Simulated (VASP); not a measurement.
# Li2Pt (P6/mmm) in VASP: a series of runs, part 2 of 2

VASP 6.6.1.

## 3. Electric field gradients, LDA (volume scaled by 1.02)

The input, INCAR:

```
SYSTEM = Li2Pt
ALGO = Normal
EDIFF = 1E-8
ENCUT = 520
ISIF = 2
ISMEAR = -1
LASPH = .True.
LCHARG = .False.
LEFG = .True.
LREAL = .False.
LWAVE = .False.
NBANDS = 15
NELM = 60
PREC = Accurate
SIGMA = 0.03
```

The input, KPOINTS:

```
k-points
0
Gamma
  9 9 12
  0 0 0
```

The input, POSCAR:

```
Li2Pt
1.0
    4.2137216421      0.0000000000      0.0000000000
   -2.1068608210      3.6491899866      0.0000000000
    0.0000000000      0.0000000000      2.6786230301
Li Pt
2 1
Direct
    0.3333333333      0.6666666667      0.5000000000
    0.6666666667      0.3333333333      0.5000000000
    0.0000000000      0.0000000000      0.0000000000
```

Potentials or basis: VASP PAW LDA potentials, release 64 (Li_sv, Pt).

Command:

```console
> cat potpaw_LDA.64/Li_sv/POTCAR potpaw_LDA.64/Pt/POTCAR > POTCAR
> mpirun -np 1 vasp_std > vasp.out
```

OUTCAR:

```text
SYSTEM = Li2Pt
   EDIFF = 1E-8
   ENCUT = 520
   ISIF = 2
   ISMEAR = -1
   LASPH = .True.
   LREAL = .False.
   NELM = 60
   PREC = Accurate

 ion  position               nearest neighbor table
   1  0.333  0.667  0.500-   2 2.43   2 2.43   2 2.43   3 2.78   3 2.78   3 2.78   3 2.78   3 2.78
                             3 2.78
   2  0.667  0.333  0.500-   1 2.43   1 2.43   1 2.43   3 2.78   3 2.78   3 2.78   3 2.78   3 2.78
                             3 2.78
   3  0.000  0.000  0.000-   1 2.78   2 2.78   1 2.78   2 2.78   2 2.78   2 2.78   1 2.78   1 2.78
                             2 2.78   2 2.78   1 2.78   1 2.78

  LATTYP: Found a hexagonal cell.
 ALAT       =     4.2137216421
 C/A-ratio  =     0.6356905504

  Lattice vectors:

 A1 = (   4.2137216421,   0.0000000000,   0.0000000000)
 A2 = (  -2.1068608210,   3.6491899866,   0.0000000000)
 A3 = (   0.0000000000,   0.0000000000,   2.6786230301)

Analysis of symmetry for initial positions (statically):
=====================================================================
 Subroutine PRICEL returns:
 Original cell was already a primitive cell.

 Routine SETGRP: Setting up the symmetry group for a
 hexagonal supercell.

 Subroutine GETGRP returns: Found 24 space group operations
 (whereof 24 operations were pure point group operations)
 out of a pool of 24 trial point group operations.

The static configuration has the point symmetry D_6h.

Analysis of symmetry for dynamics (positions and initial velocities):
=====================================================================
 Subroutine PRICEL returns:
 Original cell was already a primitive cell.

 Routine SETGRP: Setting up the symmetry group for a
 hexagonal supercell.

 Subroutine GETGRP returns: Found 24 space group operations
 (whereof 24 operations were pure point group operations)
[... 584 lines left out ...]
     10       4.9224      0.69705
     11      13.1343      0.00000
     12      15.8128      0.00000
     13      15.8128      0.00000
     14      19.3572      0.00000
     15      19.3572      0.00000

 [... further k-points ...]
[... 5 lines left out ...]
  --------------------------------------------------------------------------------------
  -------------------------------------------------------------------------------------
  Total       -1.2710628     -1.2710628     -1.7705817     -0.0000000     -0.0000000      0.0000000
  in kB      -49.4428715    -49.4428715    -68.8735766     -0.0000000     -0.0000000      0.0000000
  external PRESSURE =     -55.9197732 kB  Pullay stress =       0.0000000 kB

 VOLUME and BASIS-vectors are now :
 -----------------------------------------------------------------------------
  energy-cutoff  :      520.00
  volume of cell :       41.19
      direct lattice vectors                 reciprocal lattice vectors
     4.213721642  0.000000000  0.000000000     0.237319900  0.137016708  0.000000000
    -2.106860821  3.649189987  0.000000000     0.000000000  0.274033417  0.000000000
     0.000000000  0.000000000  2.678623030     0.000000000  0.000000000  0.373326141

 POSITION                                       TOTAL-FORCE (eV/Angst)
 -----------------------------------------------------------------------------------
     -0.00000      2.43279      1.33931        -0.000000     -0.000000      0.000000
      2.10686      1.21640      1.33931         0.000000     -0.000000      0.000000
      0.00000      0.00000      0.00000         0.000000      0.000000      0.000000
 -----------------------------------------------------------------------------------
    total drift:                                0.000000     -0.000000     -0.000000

  FREE ENERGIE OF THE ION-ELECTRON SYSTEM (eV)
  ---------------------------------------------------
  free  energy   TOTEN  =       -13.1192716046 eV

  energy  without entropy=      -13.1154485613  energy(sigma->0) =      -13.11736008

 Electric field gradients (V/A^2)
---------------------------------------------------------------------
 ion       V_xx      V_yy      V_zz      V_xy      V_xz      V_yz
---------------------------------------------------------------------
   1      -0.132    -0.134     0.266    -0.002     0.000    -0.000
   2      -0.132    -0.134     0.266    -0.002     0.000    -0.000
   3     148.695   148.695  -297.390    -0.001    -0.000    -0.000
---------------------------------------------------------------------

 Electric field gradients after diagonalization (V/A^2)
 (convention: |V_zz| > |V_xx| > |V_yy|)
----------------------------------------------------------------------
 ion       V_xx      V_yy      V_zz     asymmetry (V_yy - V_xx)/ V_zz
----------------------------------------------------------------------
   1      -0.135    -0.131     0.266       0.017
   2      -0.135    -0.131     0.266       0.017
   3     148.696   148.694  -297.390       0.000
----------------------------------------------------------------------

           NMR quadrupolar parameters

 Cq : quadrupolar parameter    Cq=e*Q*V_zz/h
 eta: asymmetry parameters     (V_yy - V_xx)/ V_zz
 Q  : nuclear electric quadrupole moment in mb (millibarn)
----------------------------------------------------------------------
 ion       Cq(MHz)       eta       Q (mb)
----------------------------------------------------------------------
   1       0.001       0.017       1.000
   2       0.001       0.017       1.000
   3      -0.719       0.000       1.000
----------------------------------------------------------------------
```

OSZICAR:

```text
N       E                     dE             d eps       ncg     rms          rms(c)
DAV:   1     0.742560383558E+02    0.74256E+02   -0.72056E+03  2544   0.109E+03
DAV:   2    -0.616630142519E+01   -0.80422E+02   -0.72905E+02  3059   0.240E+02
DAV:   3    -0.137321663724E+02   -0.75659E+01   -0.73882E+01  4794   0.480E+01
DAV:   4    -0.138490027814E+02   -0.11684E+00   -0.11672E+00  2857   0.856E+00
DAV:   5    -0.138510480192E+02   -0.20452E-02   -0.20451E-02  3619   0.840E-01    0.740E+00
DAV:   6    -0.133592093766E+02    0.49184E+00   -0.28022E+00  2716   0.141E+01    0.283E+00
DAV:   7    -0.131376069135E+02    0.22160E+00   -0.35572E-01  2695   0.530E+00    0.928E-01
DAV:   8    -0.131222705380E+02    0.15336E-01   -0.19962E-02  3447   0.972E-01    0.465E-01
DAV:   9    -0.131192433030E+02    0.30272E-02   -0.78648E-03  3309   0.710E-01    0.900E-02
DAV:  10    -0.131192707298E+02   -0.27427E-04   -0.14402E-04  3307   0.952E-02    0.179E-02
DAV:  11    -0.131192716754E+02   -0.94569E-06   -0.71259E-06  3527   0.220E-02    0.278E-03
DAV:  12    -0.131192716039E+02    0.71530E-07   -0.23091E-07  3306   0.389E-03    0.811E-04
DAV:  13    -0.131192716046E+02   -0.66757E-09   -0.12177E-08  2938   0.826E-04
   1 F= -.13119272E+02 E0= -.13117360E+02  d E =-.382304E-02
```

stdout:

```text
POSCAR found type information on POSCAR LiPt
 POSCAR found :  2 types and       3 ions
 scaLAPACK will be used
 LDA part: xc-table for (Slater(with rela. corr.)+CA(PZ))
 , standard interpolation
 POSCAR, INCAR and KPOINTS ok, starting setup
 FFT: planning ... GRIDC
 FFT: planning ... GRID_SOFT
 FFT: planning ... GRID
 WAVECAR not read
 entering main loop
ion   1

ion   2

ion   3
```

It took 23 s on 1 thread of Intel Xeon Platinum 8375C at 2.90GHz (Ice Lake), shared host; peak memory 0.17 GiB.

Results:

| Item | Value |
| --- | --- |
| Free energy | -13.1193 eV |
| Band gap on the k mesh | zero (band 8 reaches 6.05 eV, above the bottom of band 9 at 4.20 eV) |

Levels at points of the mesh, in eV from the Fermi level:
```
           k point  band 5  band 6  band 7  band 8  band 9  band 10  band 11  band 12
(0.00, 0.00, 0.00)   -3.23   -3.23   -0.65   -0.65    3.79     3.79     6.28     6.28
(0.00, 0.00, 0.50)   -3.66   -2.09   -2.09    0.55    2.75     6.44     6.44     7.20
```

Electric field gradients, principal values (V/Å²):
```
atom    least   middle  greatest (by size)
1 Li   -0.131   -0.135               0.266
2 Li   -0.131   -0.135               0.266
3 Pt  148.694  148.696            -297.390
```

Caveat: the cutoff is under 1.25 times the usual one of these potentials, so pressure, stress and relaxed cells hold a basis-set (Pulay) error; without QUAD_EFG the Cq values of the log hold for a quadrupole moment of 1 mb, not for the nuclei; spin-orbit coupling is left out, which moves the levels of the heavy elements.
